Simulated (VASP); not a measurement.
A run of VASP 6.6.1 is set up as follows.

The input INCAR:

```
PREC = Accurate
ENCUT = 600
EDIFF = 1E-6
ISMEAR = -1
SIGMA = 0.02
LREAL = F
LASPH = T
NELM = 80
ALGO = Normal
ISIF = 3
LWAVE = F
LCHARG = F
GGA = PE
IBRION = 2
NSW = 80
EDIFFG = -0.01
```

The input KPOINTS:

```
Automatic mesh
0
Gamma
  12 12 6
```

Contents of POSCAR:

```
AlN
1.0
    3.1130000000      0.0000000000      0.0000000000
   -1.5565000000      2.6959370800      0.0000000000
    0.0000000000      0.0000000000      4.9810000000
Al N
2 2
Direct
    0.3333333300      0.6666666700      0.0000000000
    0.6666666700      0.3333333300      0.5000000000
    0.3333333300      0.6666666700      0.3800000000
    0.6666666700      0.3333333300      0.8800000000
```

Potentials or basis: VASP PAW PBE potentials, release 64 (Al, N).

The run is started by

```bash
$ cat potpaw_PBE.64/Al/POTCAR potpaw_PBE.64/N/POTCAR > POTCAR
$ mpirun -np 1 vasp_std > vasp.out
```

Q: What does it give for the relaxed cell?

A: a = 3.127 Å, b = 3.127 Å, c = 5.018 Å, α = 90.00°, β = 90.00°, γ = 120.00°.

Q: What does it give for the space group after relaxing (to 0.1 Å)?

A: P6_3mc (No. 186).

Stress tensor (GPa, compression positive):
```
 0.07  0.00  0.00
 0.00  0.07  0.00
 0.00  0.00 -0.07
```

PBE usually gives volumes a little too large and moduli too small. Zero-point motion and thermal expansion aren't in these numbers.
